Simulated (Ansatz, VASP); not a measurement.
## GaN in VASP and in Ansatz

```
Ga N
1.0
     3.21837    0.00000    0.00000
    -1.60919    2.78719    0.00000
     0.00000    0.00000    5.24317
Ga N
2 2
Direct
  0.66667 0.33333 0.49913
  0.33333 0.66667 0.99913
  0.66667 0.33333 0.87587
  0.33333 0.66667 0.37587
```

Alike in both runs: functional PBE; k mesh 12 × 12 × 6; occupations gaussian, width 0.02 eV; no spin polarisation.

Ansatz relaxed the structure, and its values are those at the end. VASP's run is a single point on that final structure, the one shown.

|  | VASP | Ansatz |
| --- | --- | --- |
| version | VASP 6.6.1 | Ansatz 0.2.0 |
| potentials or method | VASP PAW PBE potentials, release 64 (Ga_d, N), cutoff 520 eV | scalar-relativistic, plane waves, PAW |
| valence electrons in the cell | 36 | 36 |

```csv
,VASP,Ansatz,Ansatz less VASP
gap on the k mesh at the Fermi level (eV),1.72,1.71,-0.005
least direct gap on the mesh (eV),1.72,1.71,-0.005
pressure (GPa),0.1,0.0,-0.11
```
